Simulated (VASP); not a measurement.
# Ti (I4/mmm) in VASP: single point with PBE

Aim: the single point of Ti with PBE.

Program: VASP 6.6.1. These are calculated values, not measurements. Logs are shortened: lines on timing, memory, paths and dates and some standing lists are left out, and cuts for length are marked.

## (1) The cell of the first run

It takes space group I4/mmm (No. 139, tetragonal). Conventional cell: a = 2.857 Å, b = 2.857 Å, c = 4.101 Å, α = 90.00°, β = 90.00°, γ = 90.00°. Within 3.8 Å of Ti (site symmetry 4/mmm) lie 12 Ti at 2.86 to 2.88 Å.

## (2) Single point, PBE (z stretched by +1 % at fixed volume)

Input file INCAR:

```
SYSTEM = Ti
  PREC = Accurate
  ENCUT = 520
  EDIFF = 1E-6
  ISMEAR = -1
  SIGMA = 0.05
  LREAL = .FALSE.
  LASPH = .TRUE.
  NELM = 60
  ALGO = Normal
  ISIF = 2
  LWAVE = .FALSE.
  LCHARG = .FALSE.
  GGA = PE
  NBANDS = 12
```

Input file KPOINTS:

```
Automatic mesh
0
G
  14 14 14
  0 0 0
```

Input file POSCAR:

```
Ti
1.0
    0.0000000000      2.0199254961      2.0503000000
    2.0199254961      0.0000000000      2.0503000000
    2.0199254961      2.0199254961      0.0000000000
Ti
1
Direct
    0.0000000000      0.0000000000      0.0000000000
```

Potentials or basis: VASP PAW PBE potentials, release 64 (Ti_sv).

The run is started by

```
> cat potpaw_PBE.64/Ti_sv/POTCAR > POTCAR
> mpirun -np 1 vasp_std > vasp.out
```

OUTCAR:

```text
SYSTEM = Ti
   PREC = Accurate
   ENCUT = 520
   EDIFF = 1E-6
   ISMEAR = -1
   LREAL = .FALSE.
   LASPH = .TRUE.
   NELM = 60
   ISIF = 2
   GGA = PE

 ion  position               nearest neighbor table
   1  0.000  0.000  0.000-

  LATTYP: Found a body centered tetragonal cell.
 ALAT       =     2.8566060316
 C/A-ratio  =     1.4354797108

  Lattice vectors:

 A1 = (  -2.0199254961,   0.0000000000,   2.0503000000)
 A2 = (   2.0199254961,   0.0000000000,   2.0503000000)
 A3 = (   0.0000000000,   2.0199254961,  -2.0503000000)

Analysis of symmetry for initial positions (statically):
=====================================================================
 Subroutine PRICEL returns:
 Original cell was already a primitive cell.

 Routine SETGRP: Setting up the symmetry group for a
 body centered tetragonal supercell.

 Subroutine GETGRP returns: Found 16 space group operations
 (whereof 16 operations were pure point group operations)
 out of a pool of 16 trial point group operations.

The static configuration has the point symmetry D_4h.

Analysis of symmetry for dynamics (positions and initial velocities):
=====================================================================
 Subroutine PRICEL returns:
 Original cell was already a primitive cell.

 Routine SETGRP: Setting up the symmetry group for a
 body centered tetragonal supercell.

 Subroutine GETGRP returns: Found 16 space group operations
 (whereof 16 operations were pure point group operations)
 out of a pool of 16 trial point group operations.

The dynamic configuration has the point symmetry D_4h.

 Subroutine INISYM returns: Found 16 space group operations
 (whereof 16 operations are pure point group operations),
 and found     1 'primitive' translations

----------------------------------------------------------------------------------------

                                     Primitive cell

  volume of cell :      16.7309

  direct lattice vectors                    reciprocal lattice vectors
     0.000000000  2.019925496  2.050300000    -0.247533882  0.247533882  0.243866751
     2.019925496  0.000000000  2.050300000     0.247533882 -0.247533882  0.243866751
     2.019925496  2.019925496  0.000000000     0.247533882  0.247533882 -0.243866751

  length of vectors
     2.878164189  2.878164189  2.856606032     0.426634549  0.426634549  0.426634549

  position of ions in fractional coordinates (direct lattice)
     0.000000000  0.000000000  0.000000000

  ion indices of the primitive-cell ions
   primitive index   ion index
                 1           1

----------------------------------------------------------------------------------------

 KPOINTS: Automatic mesh

Automatic generation of k-mesh.
 Grid dimensions read from file:
 generate k-points for:   14   14   14

 Generating k-lattice:

  Cartesian coordinates                     Fractional coordinates (reciprocal lattice)
    -0.017680992  0.017680992  0.017419054     0.071428571  0.000000000  0.000000000
     0.017680992 -0.017680992  0.017419054     0.000000000  0.071428571  0.000000000
     0.017680992  0.017680992 -0.017419054     0.000000000  0.000000000  0.071428571

  Length of vectors
     0.030473896  0.030473896  0.030473896

  Shift w.r.t. Gamma in fractional coordinates (k-lattice)
     0.000000000  0.000000000  0.000000000

 Subroutine IBZKPT returns following result:
 ===========================================

 Found    244 irreducible k-points:

 Following reciprocal coordinates:
            Coordinates               Weight
  0.000000  0.000000  0.000000      1.000000
  0.071429  0.000000  0.000000      8.000000
  0.142857  0.000000  0.000000      8.000000
  0.214286 -0.000000  0.000000      8.000000
  0.285714  0.000000  0.000000      8.000000
  0.357143  0.000000  0.000000      8.000000
[... 16 lines left out ...]
  0.214286  0.142857  0.000000      8.000000
  0.285714  0.142857  0.000000      8.000000
 [... further k-points ...]
   k-points           NKPTS =    244   k-points in BZ     NKDIM =    244   number of bands    NBANDS=     12
   number of dos      NEDOS =    301   number of ions     NIONS =      1
   total plane-waves  NPLWV =  13824
   dimension x,y,z NGX =    24 NGY =   24 NGZ =   24
   dimension x,y,z NGXF=    48 NGYF=   48 NGZF=   48
   ions per type =               1
   NGX,Y,Z   is equivalent  to a cutoff of  13.86, 13.86, 13.97 a.u.
   NGXF,Y,Z  is equivalent  to a cutoff of  27.73, 27.73, 27.93 a.u.
 SYSTEM =  Ti
   PREC   = accura    normal or accurate (medium, high low for compatibility)
   ISTART =      0    job   : 0-new  1-cont  2-samecut
   ICHARG =      2    charge: 1-file 2-atom 10-const
   ISPIN  =      1    spin polarized calculation?
   LNONCOLLINEAR =      F non collinear calculations
   LSORBIT =      F    spin-orbit coupling
   LASPH  =      T    aspherical Exc in radial PAW
   ENCUT  =  520.0 eV  38.22 Ry    6.18 a.u.   5.35  5.35  5.31*2*pi/ulx,y,z
   NELM   =     60;   NELMIN=  2; NELMDL= -5     # of ELM steps
   EDIFF  = 0.1E-05   stopping-criterion for ELM
   LREAL  =      F    real-space projection
   EDIFFG = 0.1E-04   stopping-criterion for IOM
   NSW    =      0    number of steps for IOM
   IBRION =     -1    ionic relax: 0-MD 1-quasi-New 2-CG
   NFREE  =      0    steps in history (QN), initial steepest desc. (CG)
   ISIF   =      2    stress and relaxation
   ISYM   =      2    0-nonsym 1-usesym 2-fastsym
   POTIM  = 0.5000    time-step for ionic-motion
   TEBEG  =    0.0;   TEEND  =   0.0 temperature during run
   PSTRESS=    0.0 pullay stress
   NELECT =      12.0000    total number of electrons
   NUPDOWN=      -1.0000    fix difference up-down
   EMIN   =  10.00;   EMAX   =-10.00  energy-range for DOS
   EFERMI =   0.00;   METHOD = LEGACY
   ISMEAR =    -1;   SIGMA  =   0.05  broadening in eV -4-tet -1-fermi 0-gaus
   EFERMI_NEDOS =   21; number of points for ismear=-14 and -15
   IALGO  =     38    algorithm
   IMIX   =      4    mixing-type and parameters
     AMIX     =   0.40;   BMIX     =  1.00
     AMIX_MAG =   1.60;   BMIX_MAG =  1.00
  volume/ion in A,a.u.               =      16.73       112.91
  Fermi-wavevector in a.u.,A,eV,Ry     =   1.465421  2.769245 29.217967  2.147460
  Thomas-Fermi vector in A             =   2.581280
   LORBIT       =      0    0 simple, 1 ext, 2 COOP (PROOUT), +10 PAW based schemes
   GGA     = PE    functional components
   LHFCALC =     F    Hartree Fock is set to
   AEXX    =    0.0000 exact exchange contribution
   IVDW    =     0    specifies the selected vdW correction
   LEPSILON=     F    determine dielectric tensor
   LRPA    =     F    only Hartree local field effects (RPA)
 non-spin polarized calculation
  energy-cutoff  :      520.00
  volume of cell :       16.73
 maximum number of plane-waves:       464
 NGX is ok and might be reduce to    24
   NGX = 11   NGY = 11   NGZ = 11

 number of electron      12.0000002 magnetization

 Free energy of the ion-electron system (eV)
  ---------------------------------------------------
  ext. energy  EPLUGINS =         0.00000000
  ---------------------------------------------------
  free energy    TOTEN  =        -7.77609501 eV

  energy without entropy =       -7.76146039  energy(sigma->0) =       -7.76877770

 E-fermi :   8.6196     XC(G=0): -11.6759

 val. band max:        8.6185318404   @ k =   0.2857   0.0000   0.0000
 cond. band min:       8.6213175877   @ k =  -0.2857   0.3571   0.2143
 fundamental gap:      0.0027857472
 Fermi energy:         8.6196203141

 k-point     1 :       0.0000    0.0000    0.0000
  band No.  band energies     occupation
      1     -48.0251      2.00000
      2     -23.8402      2.00000
      3     -23.8379      2.00000
      4     -23.8379      2.00000
      5       2.4392      2.00000
      6       9.4393      0.00000
      7       9.5627      0.00000
      8       9.5627      0.00000
      9      11.1636      0.00000
     10      11.3068      0.00000
     11      24.0811      0.00000
     12      28.4909      0.00000

 k-point     2 :       0.0714    0.0000    0.0000
  band No.  band energies     occupation
      1     -48.0181      2.00000
      2     -23.8775      2.00000
      3     -23.8446      2.00000
      4     -23.8424      2.00000
      5       2.6102      2.00000
      6       9.3952      0.00000
      7       9.5616      0.00000
      8       9.6248      0.00000
      9      11.1264      0.00000
     10      11.2635      0.00000
     11      24.2286      0.00000
     12      27.4713      0.00000

 k-point     3 :       0.1429    0.0000    0.0000
  band No.  band energies     occupation
      1     -47.9986      2.00000
      2     -23.9854      2.00000
      3     -23.8591      2.00000
      4     -23.8547      2.00000
      5       3.1025      2.00000
      6       9.1392      0.00006
      7       9.6835      0.00000
      8       9.7703      0.00000
      9      11.0706      0.00000
     10      11.1843      0.00000
     11      24.3272      0.00000
     12      25.6365      0.00000

 k-point     4 :       0.2143   -0.0000    0.0000
  band No.  band energies     occupation
      1     -47.9703      2.00000
      2     -24.1390      2.00000
      3     -23.8800      2.00000
      4     -23.8726      2.00000
      5       3.8487      2.00000
      6       8.8230      0.03365
      7       9.7546      0.00000
      8       9.8652      0.00000
      9      11.1547      0.00000
     10      11.2218      0.00000
     11      22.9229      0.00000
     12      25.0590      0.00000

 k-point     5 :       0.2857    0.0000    0.0000
  band No.  band energies     occupation
      1     -47.9387      2.00000
      2     -24.3066      2.00000
      3     -23.9030      2.00000
      4     -23.8923      2.00000
      5       4.7108      2.00000
      6       8.6185      1.01088
      7       9.6666      0.00000
      8       9.7962      0.00000
      9      11.4745      0.00000
     10      11.4918      0.00000
     11      20.9778      0.00000
     12      24.6113      0.00000
[... 228 lines left out ...]
      1     -48.0067      2.00000
      2     -23.9331      2.00000
      3     -23.8665      2.00000
      4     -23.8434      2.00000
      5       2.8926      2.00000
      6       9.2652      0.00000
      7       9.6151      0.00000
      8       9.7180      0.00000
      9      11.0906      0.00000
     10      11.1981      0.00000
     11      24.4019      0.00000
     12      26.4653      0.00000

 k-point    22 :       0.1429    0.1429    0.0000
  band No.  band energies     occupation
      1     -47.9909      2.00000
      2     -23.9815      2.00000
      3     -23.8858      2.00000
      4     -23.8858      2.00000
      5       3.2998      2.00000
      6       8.8378      0.02516
      7       9.9695      0.00000
      8       9.9695      0.00000
      9      10.5415      0.00000
     10      11.4925      0.00000
     11      24.8498      0.00000
     12      26.2052      0.00000

 k-point    23 :       0.2143    0.1429    0.0000
  band No.  band energies     occupation
      1     -47.9702      2.00000
      2     -24.0788      2.00000
      3     -23.9094      2.00000
      4     -23.9060      2.00000
      5       3.8425      2.00000
      6       8.5635      1.50875
      7       9.9658      0.00000
      8      10.1636      0.00000
      9      10.5146      0.00000
     10      11.5880      0.00000
     11      24.5286      0.00000
     12      25.2965      0.00000

 k-point    24 :       0.2857    0.1429    0.0000
  band No.  band energies     occupation
      1     -47.9429      2.00000
      2     -24.2129      2.00000
      3     -23.9322      2.00000
      4     -23.9317      2.00000
      5       4.5954      2.00000
      6       8.3177      1.99524
      7       9.6080      0.00000
      8      10.2468      0.00000
      9      10.9848      0.00000
     10      11.7787      0.00000
     11      22.6251      0.00000
     12      24.9954      0.00000

 [... further k-points ...]
[... 5 lines left out ...]
  --------------------------------------------------------------------------------------
  -------------------------------------------------------------------------------------
  Total        0.4448653      0.4448653      0.4032228      0.0000000     -0.0000000     -0.0000000
  in kB       42.6011182     42.6011182     38.6133593      0.0000000     -0.0000000     -0.0000000
  external PRESSURE =      41.2718652 kB  Pullay stress =       0.0000000 kB

 VOLUME and BASIS-vectors are now :
 -----------------------------------------------------------------------------
  energy-cutoff  :      520.00
  volume of cell :       16.73
      direct lattice vectors                 reciprocal lattice vectors
     0.000000000  2.019925496  2.050300000    -0.247533882  0.247533882  0.243866751
     2.019925496  0.000000000  2.050300000     0.247533882 -0.247533882  0.243866751
     2.019925496  2.019925496  0.000000000     0.247533882  0.247533882 -0.243866751

 POSITION                                       TOTAL-FORCE (eV/Angst)
 -----------------------------------------------------------------------------------
      0.00000      0.00000      0.00000         0.000000      0.000000      0.000000
 -----------------------------------------------------------------------------------
    total drift:                               -0.000000     -0.000000     -0.000000

  FREE ENERGIE OF THE ION-ELECTRON SYSTEM (eV)
  ---------------------------------------------------
  free  energy   TOTEN  =        -7.7760950124 eV

  energy  without entropy=       -7.7614603918  energy(sigma->0) =       -7.76877770
```

Run time: 2.2 min. Hardware: 1 thread of AMD EPYC 7R13, shared host; peak memory 0.14 GiB.

What came out:

| Item | Value |
| --- | --- |
| Free energy | -7.7761 eV |
| Pressure | 4.1 GPa |
| Band gap on the k mesh | zero (band 6 reaches 9.44 eV, above the bottom of band 7 at 8.17 eV) |

Levels at points of the mesh, in eV from the Fermi level:
| k point | band 3 | band 4 | band 5 | band 6 | band 7 | band 8 | band 9 | band 10 |
| --- | --- | --- | --- | --- | --- | --- | --- | --- |
| (0.00, 0.00, 0.00) | -32.46 | -32.46 | -6.18 | 0.82 | 0.94 | 0.94 | 2.54 | 2.69 |
| (0.50, 0.00, 0.00) | -32.56 | -32.55 | -2.67 | 0.71 | 0.73 | 0.85 | 3.71 | 3.77 |
| (0.50, 0.50, 0.00) | -32.71 | -32.71 | -2.70 | -1.78 | 2.83 | 3.74 | 4.03 | 4.03 |
| (0.50, 0.00, 0.50) | -32.74 | -32.72 | -2.70 | -1.82 | 3.11 | 3.73 | 3.99 | 4.08 |
